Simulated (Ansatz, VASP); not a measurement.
NaI: VASP beside Ansatz

```
Na I
1.0
     4.34967    0.00000    0.00000
     0.00000    4.01794    0.00000
     0.00000    0.00000    8.80627
Na I
2 2
Direct
  0.25000 0.50000 0.27503
  0.75000 0.50000 0.72497
  0.25000 0.00000 0.74243
  0.75000 0.00000 0.25757
```

Alike in both runs: task single point; functional PBE; dispersion D3(BJ); k mesh 6 × 6 × 4; occupations gaussian, width 0.05 eV; no spin polarisation.

|  | VASP | Ansatz |
| --- | --- | --- |
| version | VASP 6.6.1 | Ansatz 0.2.0 |
| potentials or method | VASP PAW PBE potentials, release 64 (Na_pv, I), cutoff 520 eV | scalar-relativistic, plane waves, PAW |
| valence electrons in the cell | 28 | 52 |

Ansatz gave:

- gap on the k mesh at the Fermi level (eV): 3.24
- least direct gap on the mesh (eV): 3.28
- pressure (GPa): 1.6
- traceless stress, the component that is largest in VASP (GPa): -2.84
- rms of the force components (eV/Å): 0.006

Task: Which values does VASP return?

Result: gap on the k mesh at the Fermi level (eV): 3.24; least direct gap on the mesh (eV): 3.28; pressure (GPa): 1.7; traceless stress, the component that is largest in VASP (GPa): -2.86; rms of the force components (eV/Å): 0.006.

Atom by atom the forces differ by 0.000 eV/Å (rms over components). VASP's potentials hold 28 valence electrons a cell and Ansatz's 52, so a difference there can come from the potentials and not from the codes.

Neither program's run includes spin-orbit coupling.
